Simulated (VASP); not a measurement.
Here is a VASP 6.6.1 calculation.

The input INCAR:

```
PREC = Accurate ; ENCUT = 520
EDIFF = 1E-6 ; ISMEAR = 0
SIGMA = 0.1 ; LREAL = False
LASPH = True ; NELM = 60
ALGO = Fast ; ISIF = 2
LWAVE = False ; LCHARG = False
GGA = PE ; NBANDS = 18
```

Contents of KPOINTS:

```
Automatic mesh
0
Gamma
  14 14 12
```

Contents of POSCAR:

```
CuAu
1.0
    2.9206683819      0.0000000000      0.0000000000
    0.0000000000      2.9206683819      0.0000000000
    0.0000000000      0.0000000000      3.6231260156
Cu Au
1 1
Direct
    0.5000000000      0.5000000000      0.5000000000
    0.0000000000      0.0000000000      0.0000000000
```

Potentials or basis: VASP PAW PBE potentials, release 64 (Cu, Au).

The run is started by

```sh
$ cat potpaw_PBE.64/Cu/POTCAR potpaw_PBE.64/Au/POTCAR > POTCAR
$ mpirun -np 1 vasp_std > vasp.out
```

Estimate the band gap on the k mesh.

zero (bands 11 and 12 overlap by 6.82 eV).

Predict the pressure.

-3.8 GPa.

Stress tensor (GPa, compression positive):
```
-3.85  0.00  0.00
 0.00 -3.85  0.00
 0.00  0.00 -3.77
```

Caveat: the cell stands under tension; spin-orbit coupling is left out, which moves the levels of the heavy elements.
